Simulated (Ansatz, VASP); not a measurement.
SiC5 in VASP and in Ansatz

File INCAR:

```
SYSTEM = SiC5
ALGO     = Normal         ! electronic algorithm
EDIFF    = 1E-6           ! SCF threshold, eV
ENCUT    = 520            ! plane-wave cutoff, eV
GGA      = PE             ! functional
ISIF     = 2              ! what is computed and relaxed
ISMEAR   = 0              ! smearing method
ISPIN    = 2              ! spin polarisation
LASPH    = .True.         ! aspherical terms in the spheres
LCHARG   = .False.        ! write CHGCAR
LORBIT   = 11             ! projections on sites
LREAL    = .False.        ! projectors in reciprocal space
LWAVE    = .False.        ! write WAVECAR
MAGMOM   = 0 1 1 1 1 1    ! initial moments
NBANDS   = 25             ! bands
NELM     = 150            ! most SCF steps
PREC     = Accurate       ! precision mode
SIGMA    = 0.1            ! smearing width, eV
```

KPOINTS

```
k-points
0
Gamma
  6 6 4
  0 0 0
```

Contents of POSCAR:

```
SiC5
1.0
    4.7384432200      0.0000000000      0.0000000000
   -2.3692216100      4.1036122000      0.0000000000
    0.0000000000      0.0000000000      4.0765093400
Si C
1 5
Direct
    0.0000000000      0.0000000000      0.0000000000
    0.0000000000      0.6666666700      0.0000000000
    0.6666666700      0.0000000000      0.0000000000
    0.3333333300      0.3333333300      0.0000000000
    0.3333333300      0.6666666700      0.0000000000
    0.6666666700      0.3333333300      0.0000000000
```

Input for Ansatz:

```yaml
crystal:
  lattice:
    - [4.73844322, 0.0, 0.0]
    - [-2.36922161, 4.1036122, 0.0]
    - [0.0, 0.0, 4.07650934]
  atoms:
    - { symbol: Si, position: [0.0, 0.0, 0.0] }
    - { symbol: C, position: [0.0, 0.66666667, 0.0], spin: 1.0 }
    - { symbol: C, position: [0.66666667, 0.0, 0.0], spin: 1.0 }
    - { symbol: C, position: [0.33333333, 0.33333333, 0.0], spin: 1.0 }
    - { symbol: C, position: [0.33333333, 0.66666667, 0.0], spin: 1.0 }
    - { symbol: C, position: [0.66666667, 0.33333333, 0.0], spin: 1.0 }
basis:
  ecutwfc: 420
kpoints:
  mp_grid: { grid: [6, 6, 4] }
hamiltonian:
  xc: pbe
scf:
  occupations: { method: gaussian, width: 0.1 }
  lower_state_search: "off"
output:
  forces: true
  stress: true
  eigenvalues: true
  populations: true
magnetization:
  spin_polarized: true
```

Alike in both runs: task single point; functional PBE; k mesh 6 × 6 × 4; occupations gaussian, width 0.1 eV; collinear spin.

|  | VASP | Ansatz |
| --- | --- | --- |
| version | VASP 6.6.1 | Ansatz 0.2.0 |
| potentials or method | VASP PAW PBE potentials, release 64 (Si, C), cutoff 520 eV | scalar-relativistic, plane waves, PAW |
| valence electrons in the cell | 24 | 24 |

VASP gave:

```
gap on the k mesh at the Fermi level (eV)                     : none
pressure (GPa)                                                : 3.1
traceless stress, the component that is largest in VASP (GPa) : -2.37
rms of the force components (eV/Å)                            : 5.003
net moment per atom (μB)                                      : 0.00
```

**Question.** Which values does Ansatz return?

**Answer.** gap on the k mesh at the Fermi level (eV): none; pressure (GPa): 3.0; traceless stress, the component that is largest in VASP (GPa): -2.28; rms of the force components (eV/Å): 5.017; net moment per atom (μB): 0.00.

Atom by atom the forces differ by 0.014 eV/Å (rms over components). A gap of «none» marks a metal or a gap that the smearing closes. Ansatz's warnings: seeded moment not kept.

The k mesh is coarse, so the values compare programs but aren't converged.
